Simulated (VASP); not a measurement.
# Be3NiS4 (P-43m) in VASP: further runs

Be3NiS4 is run at these levels: PBE; tasks: relaxation of cell and atoms, single point.

All numbers are computed with VASP 6.6.1; they aren't measurements. Logs are shortened: lines on timing, memory, paths and dates and some standing lists are left out, and cuts for length are marked.

**1. The cell of the first run**

The structure is cubic, space group P-43m (No. 215). Conventional cell: a = 5.309 Å, b = 5.309 Å, c = 5.309 Å, α = 90.00°, β = 90.00°, γ = 90.00°. Within 3.0 Å of Be (site symmetry -42m) lie 4 S at 2.27 Å. Ni (site symmetry -43m) has 4 S at 2.40 Å within 3.2 Å. Within 3.0 Å of S (site symmetry 3m) lie 3 Be at 2.27 Å and 1 Ni at 2.40 Å.

**2. Relaxation of cell and atoms, PBE, collinear spin, ferromagnetic start**

Input file INCAR:

```
SYSTEM = Be3NiS4
  ALGO = Normal
  EDIFF = 1E-6
  EDIFFG = -0.08
  ENCUT = 600
  GGA = PE
  IBRION = 2
  ISIF = 3
  ISMEAR = 0
  ISPIN = 2
  LASPH = .TRUE.
  LCHARG = .FALSE.
  LMAXMIX = 4
  LORBIT = 11
  LREAL = .FALSE.
  LWAVE = .FALSE.
  MAGMOM = 0 0 0 2 0 0 0 0
  NELM = 150
  NSW = 36
  PREC = Accurate
  SIGMA = 0.15
```

Input file KPOINTS:

```
k-points
0
G
  2 2 2
  0 0 0
```

Input file POSCAR:

```
Be3NiS4
1.0
    5.3085274900      0.0000000000      0.0000000000
    0.0000000000      5.3085274900      0.0000000000
    0.0000000000      0.0000000000      5.3085274900
Be Ni S
3 1 4
Direct
    0.5000000000      0.5000000000      0.0000000000
    0.5000000000      0.0000000000      0.5000000000
    0.0000000000      0.5000000000      0.5000000000
    0.0000000000      0.0000000000      0.0000000000
    0.2607210000      0.2607210000      0.2607210000
    0.2607210000      0.7392790000      0.7392790000
    0.7392790000      0.2607210000      0.7392790000
    0.7392790000      0.7392790000      0.2607210000
```

Potentials or basis: VASP PAW PBE potentials, release 64 (Be, Ni, S).

Run with:

```sh
> cat potpaw_PBE.64/Be/POTCAR potpaw_PBE.64/Ni/POTCAR potpaw_PBE.64/S/POTCAR > POTCAR
> mpirun -np 1 vasp_std > vasp.out
```

OUTCAR:

```text
SYSTEM = Be3NiS4
   EDIFF = 1E-6
   EDIFFG = -0.08
   ENCUT = 600
   GGA = PE
   IBRION = 2
   ISIF = 3
   ISMEAR = 0
   ISPIN = 2
   LASPH = .TRUE.
   LORBIT = 11
   LREAL = .FALSE.
   NELM = 150
   NSW = 36
   PREC = Accurate

 ion  position               nearest neighbor table
   1  0.500  0.500  0.000-   5 2.27   6 2.27   7 2.27   8 2.27
   2  0.500  0.000  0.500-   5 2.27   6 2.27   7 2.27   8 2.27
   3  0.000  0.500  0.500-   5 2.27   6 2.27   7 2.27   8 2.27
   4  0.000  0.000  0.000-   5 2.40   6 2.40   7 2.40   8 2.40
   5  0.261  0.261  0.261-   1 2.27   2 2.27   3 2.27   4 2.40
   6  0.261  0.739  0.739-   1 2.27   2 2.27   3 2.27   4 2.40
   7  0.739  0.261  0.739-   1 2.27   2 2.27   3 2.27   4 2.40
   8  0.739  0.739  0.261-   1 2.27   2 2.27   3 2.27   4 2.40

  LATTYP: Found a simple cubic cell.
 ALAT       =     5.3085274900

  Lattice vectors:

 A1 = (   5.3085274900,   0.0000000000,   0.0000000000)
 A2 = (   0.0000000000,   5.3085274900,   0.0000000000)
 A3 = (   0.0000000000,   0.0000000000,   5.3085274900)

Analysis of symmetry for initial positions (statically):
=====================================================================
 Subroutine PRICEL returns:
 Original cell was already a primitive cell.

 Routine SETGRP: Setting up the symmetry group for a
 simple cubic supercell.

 Subroutine GETGRP returns: Found 24 space group operations
 (whereof 24 operations were pure point group operations)
 out of a pool of 48 trial point group operations.

The static configuration has the point symmetry T_d .

Analysis of symmetry for dynamics (positions and initial velocities):
=====================================================================
 Subroutine PRICEL returns:
 Original cell was already a primitive cell.

 Routine SETGRP: Setting up the symmetry group for a
 simple cubic supercell.

 Subroutine GETGRP returns: Found 24 space group operations
 (whereof 24 operations were pure point group operations)
 out of a pool of 48 trial point group operations.

The dynamic configuration has the point symmetry T_d .

Analysis of structural, dynamic, and magnetic symmetry:
=====================================================================
 Subroutine PRICEL returns:
 Original cell was already a primitive cell.

 Routine SETGRP: Setting up the symmetry group for a
 simple cubic supercell.
[... 425 lines left out ...]
  free  energy   TOTEN  =       -38.1632047465 eV

  energy  without entropy=      -38.1223252683  energy(sigma->0) =      -38.14276501

--------------------------------------- Ionic step        2  -------------------------------------------

 number of electron      39.9999989 magnetization       1.7600020

 Free energy of the ion-electron system (eV)
  ---------------------------------------------------
  ext. energy  EPLUGINS =         0.00000000
  ---------------------------------------------------
  free energy    TOTEN  =       -39.37664652 eV

  energy without entropy =      -39.32318464  energy(sigma->0) =      -39.34991558

 E-fermi :   5.0381     XC(G=0):  -9.8504

 val. band max:        5.0293662966   @ k =   0.5000   0.0000   0.0000
 cond. band min:       5.3613954623   @ k =   0.5000   0.5000   0.0000
 fundamental gap:      0.3320291657
 Fermi energy:         5.0380532207

 spin component 1

 k-point     1 :       0.0000    0.0000    0.0000
  band No.  band energies     occupation
      1      -9.4274      1.00000
      2      -7.4993      1.00000
      3      -7.4993      1.00000
      4      -7.4993      1.00000
      5      -0.9687      1.00000
      6      -0.9687      1.00000
[... 224 lines left out ...]
     25      10.1249      0.00000
     26      10.5076      0.00000

------------------------ aborting loop because EDIFF is reached ----------------------------------------

  FORCE on cell =-STRESS in cart. coord.  units (eV):
  Direction    XX          YY          ZZ          XY          YZ          ZX
  --------------------------------------------------------------------------------------
  -------------------------------------------------------------------------------------
  Total        0.3965752      0.3965752      0.3965752      0.0000000      0.0000000      0.0000000
  in kB        5.2404413      5.2404413      5.2404413      0.0000000      0.0000000      0.0000000
  external PRESSURE =       5.2404413 kB  Pullay stress =       0.0000000 kB

 VOLUME and BASIS-vectors are now :
 -----------------------------------------------------------------------------
  energy-cutoff  :      600.00
  volume of cell :      121.25
      direct lattice vectors                 reciprocal lattice vectors
     4.949440484  0.000000000  0.000000000     0.202043040  0.000000000  0.000000000
    -0.000000000  4.949440484  0.000000000    -0.000000000  0.202043040  0.000000000
    -0.000000000 -0.000000000  4.949440484    -0.000000000 -0.000000000  0.202043040

 POSITION                                       TOTAL-FORCE (eV/Angst)
 -----------------------------------------------------------------------------------
      2.47472      2.47472      4.94944         0.000000     -0.000000      0.000000
      2.47472      4.94944      2.47472         0.000000     -0.000000     -0.000000
      0.00000      2.47472      2.47472         0.000000     -0.000000     -0.000000
      0.00000      4.94944      4.94944         0.000000     -0.000000     -0.000000
      1.28590      1.28590      1.28590        -0.033284     -0.033284     -0.033284
      1.28590      3.66354      3.66354        -0.033284      0.033284      0.033284
      3.66354      1.28590      3.66354         0.033284     -0.033284      0.033284
      3.66354      3.66354      1.28590         0.033284      0.033284     -0.033284
 -----------------------------------------------------------------------------------
    total drift:                                0.000000      0.000000      0.000000

  FREE ENERGIE OF THE ION-ELECTRON SYSTEM (eV)
  ---------------------------------------------------
  free  energy   TOTEN  =       -39.3766465181 eV

  energy  without entropy=      -39.3231846399  energy(sigma->0) =      -39.34991558

 reached required accuracy - stopping structural energy minimisation

 total charge

# of ion       s       p       d       tot
------------------------------------------
    1        0.380   0.629   0.000   1.009
    2        0.380   0.629   0.000   1.009
    3        0.380   0.629   0.000   1.009
    4        0.448   0.501   8.320   9.269
    5        1.311   2.480   0.000   3.790
    6        1.311   2.480   0.000   3.790
    7        1.311   2.480   0.000   3.790
    8        1.311   2.480   0.000   3.790
--------------------------------------------------
tot          6.829  12.307   8.320  27.457

 magnetization (x)

# of ion       s       p       d       tot
------------------------------------------
    1       -0.001   0.002   0.000   0.001
    2       -0.001   0.002   0.000   0.001
    3       -0.001   0.002   0.000   0.001
    4        0.002   0.065   1.014   1.081
    5        0.004   0.095   0.000   0.099
    6        0.004   0.095   0.000   0.099
    7        0.004   0.095   0.000   0.099
    8        0.004   0.095   0.000   0.099
--------------------------------------------------
tot          0.015   0.452   1.014   1.482
```

It took 68 s on 1 thread of AMD EPYC 9R45 (Zen 5), shared host; peak memory 0.29 GiB.

What came out:

- Free energy: -39.3766 eV
- Relaxed volume: 15.16 Å³/atom
- Relaxed cell: a = 4.949 Å, b = 4.949 Å, c = 4.949 Å, α = 90.00°, β = 90.00°, γ = 90.00°
- Space group after relaxing (to 0.05 Å): P-43m (No. 215)
- Energy gained by relaxing: 151.7 meV/atom
- Ionic steps: 2
- Pressure after relaxing: 0.5 GPa
- Largest force after relaxing: 0.058 eV/Å
- Net moment: 1.76 μB per cell
- Site moments: Be +0.00; Ni +1.08; S +0.10 μB
- Valence electrons inside the program's atomic spheres: Be 1.01; Ni 9.27; S 3.79

Forces on the atoms (eV/Å):
```
Be   0.000  0.000  0.000
Be   0.000  0.000  0.000
Be   0.000  0.000  0.000
Ni   0.000  0.000  0.000
S   -0.033 -0.033 -0.033
S   -0.033  0.033  0.033
S    0.033 -0.033  0.033
S    0.033  0.033 -0.033
```

Step by step:
```tsv
step	energy change (eV)	largest force (eV/Å)	pressure (GPa)	volume (Å³)
1	0.0000	0.1743	-12.01	149.60
2	-1.2134	0.0577	0.52	121.25
```

Final structure:
```
Be Ni S
1.0
     4.94944    0.00000    0.00000
     0.00000    4.94944    0.00000
     0.00000    0.00000    4.94944
Be Ni S
3 1 4
Direct
  0.50000 0.50000 0.00000
  0.50000 0.00000 0.50000
  0.00000 0.50000 0.50000
  0.00000 0.00000 0.00000
  0.25981 0.25981 0.25981
  0.25981 0.74019 0.74019
  0.74019 0.25981 0.74019
  0.74019 0.74019 0.25981
```

Caveat: the k points lie up to 0.63 Å⁻¹ apart in the final cell; the volume moved by over 15 % at a fixed basis, so the end points are rough; a cell with one magnetic atom can't hold antiferromagnetic order, which such compounds often take; the relaxation stopped at a loose force limit of 0.08 eV/Å, so its end isn't a converged minimum. With open d or f shells a metallic result of PBE can be an artefact of self-interaction; +U or a hybrid may open a gap.

**3. Relaxation of cell and atoms, PBE**

This run uses another cell than the first one, of 15.24 Å³/atom, 0.815 times its volume.

Input file INCAR:

```
SYSTEM = Be3NiS4
  ALGO = Normal
  EDIFF = 1E-6
  EDIFFG = -0.01
  ENCUT = 600
  GGA = PE
  IBRION = 2
  ISIF = 3
  ISMEAR = 0
  LASPH = .TRUE.
  LCHARG = .FALSE.
  LREAL = .FALSE.
  LWAVE = .FALSE.
  NELM = 100
  NSW = 60
  PREC = Accurate
  SIGMA = 0.1
```

Input file KPOINTS:

```
k-points
0
G
  6 6 6
  0 0 0
```

Input file POSCAR:

```
Be3NiS4
1.0
    4.9587019107      0.0000000000      0.0000000000
    0.0000000000      4.9587019107      0.0000000000
    0.0000000000      0.0000000000      4.9587019107
Be Ni S
3 1 4
Direct
    0.5000000000      0.5000000000      0.0000000000
    0.5000000000      0.0000000000      0.5000000000
    0.0000000000      0.5000000000      0.5000000000
    0.0000000000      0.0000000000      0.0000000000
    0.2594439924      0.2594439924      0.2594439924
    0.2594439924      0.7405560076      0.7405560076
    0.7405560076      0.2594439924      0.7405560076
    0.7405560076      0.7405560076      0.2594439924
```

Potentials or basis: VASP PAW PBE potentials, release 64 (Be, Ni, S).

Run with:

```sh
> cat potpaw_PBE.64/Be/POTCAR potpaw_PBE.64/Ni/POTCAR potpaw_PBE.64/S/POTCAR > POTCAR
> mpirun -np 1 vasp_std > vasp.out
```

It took 2.2 min on 1 thread of AMD EPYC 9R45 (Zen 5), shared host; peak memory 0.26 GiB.

Results (log left out):

- Free energy: -39.2758 eV
- Relaxed volume: 15.03 Å³/atom
- Relaxed cell: a = 4.936 Å, b = 4.936 Å, c = 4.936 Å, α = 90.00°, β = 90.00°, γ = 90.00°
- Space group after relaxing (to 0.05 Å): P-43m (No. 215)
- Energy gained by relaxing: 1.3 meV/atom
- Ionic steps: 5
- Pressure after relaxing: 0.0 GPa
- Largest force after relaxing: 0.008 eV/Å
- Band gap on the k mesh: zero (band 20 reaches 5.43 eV, above the bottom of band 21 at 4.76 eV)

Forces on the atoms (eV/Å):
```
Be   0.000  0.000  0.000
Be   0.000  0.000  0.000
Be   0.000  0.000  0.000
Ni   0.000  0.000  0.000
S   -0.005 -0.005 -0.005
S   -0.005  0.005  0.005
S    0.005 -0.005  0.005
S    0.005  0.005 -0.005
```

The path:
```tsv
step	energy change (eV)	largest force (eV/Å)	pressure (GPa)	volume (Å³)
1	0.0000	0.1724	-1.23	121.93
2	-0.0097	0.0347	0.26	119.88
3	-0.0099	0.0470	0.16	120.07
4	-0.0099	0.0500	0.14	120.10
5	-0.0102	0.0085	0.02	120.25
```

Final structure:
```cif
data_structure
_symmetry_space_group_name_H-M 'P 1'
_symmetry_Int_Tables_number 1
_cell_length_a 4.9359
_cell_length_b 4.9359
_cell_length_c 4.9359
_cell_angle_alpha 90.000
_cell_angle_beta 90.000
_cell_angle_gamma 90.000
_cell_volume 120.25
loop_
_atom_site_label
_atom_site_type_symbol
_atom_site_fract_x
_atom_site_fract_y
_atom_site_fract_z
_atom_site_occupancy
Be1 Be 0.50000 0.50000 0.00000 1
Be2 Be 0.50000 0.00000 0.50000 1
Be3 Be 0.00000 0.50000 0.50000 1
Ni1 Ni 0.00000 0.00000 0.00000 1
S1 S 0.25827 0.25827 0.25827 1
S2 S 0.25827 0.74173 0.74173 1
S3 S 0.74173 0.25827 0.74173 1
S4 S 0.74173 0.74173 0.25827 1
```

Levels at points of the mesh, in eV from the Fermi level:
```tsv
k point	band 17	band 18	band 19	band 20	band 21	band 22	band 23	band 24
(0.00, 0.00, 0.00)	-1.36	-1.36	0.31	0.31	0.31	2.88	2.88	2.88
(0.50, 0.00, 0.00)	-1.28	-1.06	-0.53	-0.36	-0.36	3.44	4.33	5.52
(0.50, 0.50, 0.00)	-1.18	-0.99	-0.70	-0.01	-0.01	4.78	4.78	5.58
(0.50, 0.50, 0.50)	-1.01	-1.01	0.28	0.28	0.28	4.38	4.38	4.38
```

Caveat: the run has no spin polarisation, though such a crystal can be magnetic.

**4. Single point, PBE, collinear spin, ferromagnetic start (volume scaled by 0.97, then relaxed in part)**

Input file INCAR:

```
ALGO = Normal
EDIFF = 1E-6
ENCUT = 520
GGA = PE
ISIF = 2
ISMEAR = 0
ISPIN = 2
LASPH = T
LCHARG = F
LMAXMIX = 4
LORBIT = 11
LREAL = F
LWAVE = F
MAGMOM = 0 0 0 1.28 0 0 0 0
NBANDS = 34
NELM = 150
PREC = Accurate
SIGMA = 0.1
```

Input file KPOINTS:

```
k-points
0
Gamma
  6 6 6
```

Input file POSCAR:

```
Be3NiS4
1.0
    4.9086105878      0.0000000000      0.0000000000
    0.0000000000      4.9086105878      0.0000000000
    0.0000000000      0.0000000000      4.9086105878
Be Ni S
3 1 4
Direct
    0.5000000000      0.5000000000      0.0000000000
    0.5000000000      0.0000000000      0.5000000000
    0.0000000000      0.5000000000      0.5000000000
    0.0000000000      0.0000000000      0.0000000000
    0.2595635120      0.2595635120      0.2595635120
    0.2595635120      0.7404364880      0.7404364880
    0.7404364880      0.2595635120      0.7404364880
    0.7404364880      0.7404364880      0.2595635120
```

Run with:

```sh
> cat potpaw_PBE.64/Be/POTCAR potpaw_PBE.64/Ni/POTCAR potpaw_PBE.64/S/POTCAR > POTCAR
> mpirun -np 1 vasp_std > vasp.out
```

Wall time 1.9 min (1 thread of AMD EPYC 9R45 (Zen 5), shared host); peak memory 0.32 GiB.

It converged, with:

```yaml
Free_energy: -39.4208 eV
Pressure: 2.9 GPa
Largest_force: 0.015 eV/Å
Band_gap_on_the_k_mesh: zero (filled and empty bands overlap)
Net_moment: 1.97 μB per cell
Site_moments: Be +0.00; Ni +1.17; S +0.12 μB
Valence_electrons_inside_the_program's_atomic_spheres: Be 1.04; Ni 9.31; S 3.80
```

Forces on the atoms (eV/Å):
```
Be   0.000  0.000  0.000
Be   0.000  0.000  0.000
Be   0.000  0.000  0.000
Ni   0.000  0.000  0.000
S    0.009  0.009  0.009
S    0.009 -0.009 -0.009
S   -0.009  0.009 -0.009
S   -0.009 -0.009  0.009
```

Levels at points of the mesh, in eV from the Fermi level:
Spin up:
| k point | band 18 | band 19 | band 20 | band 21 | band 22 | band 23 | band 24 | band 25 |
| --- | --- | --- | --- | --- | --- | --- | --- | --- |
| (0.00, 0.00, 0.00) | -1.98 | -0.04 | -0.04 | -0.04 | 2.76 | 2.76 | 2.76 | 4.12 |
| (0.50, 0.00, 0.00) | -1.66 | -1.31 | -0.97 | -0.97 | 3.47 | 4.29 | 5.56 | 5.67 |
| (0.50, 0.50, 0.00) | -1.76 | -1.07 | -0.58 | -0.58 | 4.82 | 4.82 | 5.57 | 5.73 |
| (0.50, 0.50, 0.50) | -1.43 | -0.24 | -0.24 | -0.24 | 4.46 | 4.46 | 4.46 | 4.96 |
Spin down:
```
           k point  band 16  band 17  band 18  band 19  band 20  band 21  band 22  band 23
(0.00, 0.00, 0.00)    -2.19    -1.35    -1.35     0.59     0.59     0.59     3.03     3.03
(0.50, 0.00, 0.00)    -2.21    -1.26    -1.04    -0.16    -0.02    -0.02     3.52     4.44
(0.50, 0.50, 0.00)    -2.30    -1.17    -0.65    -0.61     0.34     0.34     4.89     4.89
(0.50, 0.50, 0.50)    -1.97    -0.99    -0.99     0.64     0.64     0.64     4.57     4.57
```

Caveat: the cell differs from its parent crystal (volume scaled by 0.97, then relaxed in part); a cell with one magnetic atom can't hold antiferromagnetic order, which such compounds often take.

**5. Summary**

| task | spin | cell | k mesh | cutoff (eV) | smearing | gap on the mesh (eV) | pressure (GPa) | moment (μB) | largest force (eV/Å) |
| --- | --- | --- | --- | --- | --- | --- | --- | --- | --- |
| relaxation of cell and atoms | collinear, ferromagnetic start | relaxed from a = 5.309 Å, 8 atoms | 2 × 2 × 2 | 600 | gaussian 0.15 eV | none | 0.5 | 1.76 | 0.06 |
| relaxation of cell and atoms | off | relaxed from a = 4.959 Å, 8 atoms | 6 × 6 × 6 | 600 | gaussian 0.1 eV | none | 0.0 | - | 0.01 |
| single point | collinear, ferromagnetic start | a = 4.909 Å, 8 atoms | 6 × 6 × 6 | 520 | gaussian 0.1 eV | none | 2.9 | 1.97 | 0.02 |

Alike in all rows: level PBE; potentials or basis VASP PAW PBE potentials, release 64 (Be, Ni, S).

Caveats: some runs use coarse meshes; a cell with one magnetic atom can't hold antiferromagnetic order, which such compounds often take (some runs); the volume moved by over 15 % at a fixed basis, so the end points are rough (some runs); the relaxation stopped at a loose force limit of 0.08 eV/Å, so its end isn't a converged minimum (some runs).

Absolute energies hang on the potentials; compare differences alone.
